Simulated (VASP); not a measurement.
Write the native input for VASP 6.6.1 that does the following.

| Item | Value |
| --- | --- |
| Task | single point |
| Functional | PBE |
| Potentials or basis | VASP PAW PBE potentials, release 64 (S, Mg) |
| Cutoff | 600 eV |
| k mesh | 8 × 8 × 8 |
| Occupations | fermi-dirac, width 0.05 eV |
| Spin | no spin polarisation |
| Dipole correction | no |
| Further INCAR settings | ALGO = Normal; EDIFF = 1e-06; NBANDS = 11 |

The structure of MgS lies in POSCAR:

```
MgS
1.0
    0.0000000000      2.8886855272      2.8886855272
    2.8886855272      0.0000000000      2.8886855272
    2.8886855272      2.8886855272      0.0000000000
S Mg
1 1
Direct
    0.2500000000      0.2500000000      0.2500000000
    0.0000000000      0.0000000000      0.0000000000
```

One way to write it, as run:

INCAR

```
PREC = Accurate
ENCUT = 600
EDIFF = 1E-6
ISMEAR = -1
SIGMA = 0.05
LREAL = F
LASPH = T
NELM = 120
ALGO = Normal
ISIF = 2
LWAVE = F
LCHARG = F
GGA = PE
NBANDS = 11
GGA_COMPAT = F
```

KPOINTS

```
regular mesh
0
Gamma
  8 8 8
```

Potentials or basis: VASP PAW PBE potentials, release 64 (S, Mg).

Run with:

```sh
$ cat potpaw_PBE.64/S/POTCAR potpaw_PBE.64/Mg/POTCAR > POTCAR
$ mpirun -np 1 vasp_std > vasp.out
```

It gave:

The pressure is -2.2 GPa and the band gap on the k mesh is 3.16 eV, direct.

Wall time 14 s on 1 thread of Intel(R) Xeon(R) Platinum 8559C (Emerald Rapids), with other jobs on the host, peak memory 0.2 GiB.
